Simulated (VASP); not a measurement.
**Ru: single point with LDA**

The system is Ru, a slab with vacuum.

```xyz
6
Lattice="2.6741 0.0000 0.0000 0.0000 4.2268 0.0000 0.0000 0.0000 19.4035" Properties=species:S:1:pos:R:3 pbc="T T T"
Ru    0.0000    3.1701    7.0000
Ru    1.3370    1.0567    7.7719
Ru    1.3370    3.1701    9.3158
Ru    0.0000    1.0567   10.0496
Ru    0.0000    3.1701   11.6101
Ru    1.3370    1.0567   12.2512
```

| Item | Value |
| --- | --- |
| Program | VASP 6.6.1 |
| Task | single point |
| Functional | LDA |
| Potentials or basis | VASP PAW LDA potentials, release 64 (Ru_pv) |
| Cutoff | 520 eV |
| k mesh | 11 × 7 × 1 |
| Occupations | gaussian, width 0.1 eV |
| Spin | no spin polarisation |

| Quantity | Value |
| --- | --- |
| Largest force | 1.166 eV/Å |
| Band gap on the k mesh | zero (bands 42 and 43 overlap by 1.01 eV) |

Forces in eV/Å, atoms in the order of the input:
```
Ru   0.000  0.000  1.166
Ru   0.000  0.000 -0.809
Ru   0.000  0.000 -0.446
Ru   0.000  0.000 -0.004
Ru   0.000  0.000  0.032
Ru   0.000  0.000  0.062
```

Levels at points of the mesh, in eV from the Fermi level:
| k point | band 40 | band 41 | band 42 | band 43 | band 44 | band 45 |
| --- | --- | --- | --- | --- | --- | --- |
| (0.00, 0.00, 0.00) | -1.30 | -0.97 | -0.85 | -0.48 | -0.44 | 0.01 |

Run time: 11 min on 1 thread of AMD EPYC 7R43 64-Core Processor (Zen 3), on a shared host, peak memory 0.31 GiB.
